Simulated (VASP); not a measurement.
Write the native input for VASP 6.6.1 that does the following.

```yaml
Task: single point
Functional: PBEsol
Potentials_or_basis: VASP PAW PBE potentials, release 64 (W_sv, C)
Cutoff: 520 eV
k_mesh: 3 × 3 × 1
Occupations: gaussian, width 0.05 eV
Spin: no spin polarisation
Dipole_correction: no
Further_INCAR_settings: LREAL = Auto; ALGO = Normal; EDIFF = 1e-06; NBANDS = 93
```

The structure of W9C8 lies in POSCAR:

```
W9C8
1.0
    5.7040600000      0.0000000000      0.0000000000
   -2.8520300000      4.9398610000      0.0000000000
    0.0000000000      0.0000000000     17.2011400000
W C
9 8
Direct
    0.0000000000      0.0000000000      0.0581356817
   -0.0067282491     -0.0101840922      0.2174904687
   -0.0000000506      0.4999998988      0.0581356817
   -0.0052307608      0.4989352939      0.2261348376
    0.5000000000      0.0000000000      0.0581356817
    0.4918628913     -0.0118373776      0.2230052194
    0.4999999494      0.4999998988      0.0581356817
    0.5008106980      0.4987883262      0.2264431311
    1.1045298828      0.2170382932      0.3585708854
    0.3347168500      0.1662969869      0.1354468948
    0.3219851123      0.1369797652      0.2978299694
    0.3309628576      0.6627710780      0.1372740993
    0.3156338800      0.6355114041      0.3025745387
    0.8302384624      0.1662826140      0.1352433618
    0.8108533557      0.1387405435      0.2971040292
    0.8312146015      0.6636097655      0.1351737734
    0.8387527895      0.6805458696      0.2974022652
```

The input as run:

INCAR

```
SYSTEM = W9C8
ALGO = Normal ; EDIFF = 1E-6
ENCUT = 520 ; GGA = PS
ISIF = 2 ; ISMEAR = 0
LASPH = .TRUE. ; LCHARG = .FALSE.
LREAL = Auto ; LWAVE = .FALSE.
NBANDS = 93 ; NELM = 80
PREC = Accurate ; SIGMA = 0.05
```

KPOINTS

```
k-points
0
G
  3 3 1
  0 0 0
```

Potentials or basis: VASP PAW PBE potentials, release 64 (W_sv, C).

Run with:

```sh
$ cat potpaw_PBE.64/W_sv/POTCAR potpaw_PBE.64/C/POTCAR > POTCAR
$ mpirun -np 1 vasp_std > vasp.out
```

Results of the run:

```yaml
Largest_force: 4.517 eV/Å
Band_gap_on_the_k_mesh: zero (band 79 reaches 1.99 eV, above the bottom of band 80 at 1.51 eV)
```

Caveat: the k points lie up to 0.42 Å⁻¹ apart; the PAW data sets were made with another functional, which shifts forces and pressure a little; spin-orbit coupling is left out, which moves the levels of the heavy elements.

Wall time 15 min on 1 thread of Intel Xeon 6975P-C (shared host), peak memory 0.57 GiB.
